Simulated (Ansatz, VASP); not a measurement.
SnS2: VASP beside Ansatz

```xyz
3
Lattice="3.6566 0.0000 0.0000 -1.8283 3.1667 0.0000 0.0000 0.0000 5.6182" Properties=species:S:1:pos:R:3 pbc="T T T"
Sn    0.0000    0.0000    0.0000
S     0.0000    2.1112    1.4768
S     1.8283    1.0556    4.1414
```

Alike in both runs: functional revPBE; dispersion D3(BJ); k mesh 6 × 6 × 4; no spin polarisation.

Ansatz relaxed the structure, and its values are those at the end. VASP's run is a single point on that final structure, the one shown.

|  | VASP | Ansatz |
| --- | --- | --- |
| version | VASP 6.6.1 | Ansatz 0.2.0 |
| potentials or method | VASP PAW PBE potentials, release 64 (Sn_d, S), cutoff 500 eV | plane waves, PAW |
| occupations | fermi-dirac, width 0.1 eV | fermi-dirac |
| valence electrons in the cell | 26 | 26 |

|  | VASP | Ansatz | Ansatz less VASP |
| --- | --- | --- | --- |
| pressure (GPa) | -0.1 | 0.0 | +0.13 |
| rms of the force components (eV/Å) | 0.004 | 0.000 | -0.0035 |

VASP's potentials were made for PBE, not for revPBE.
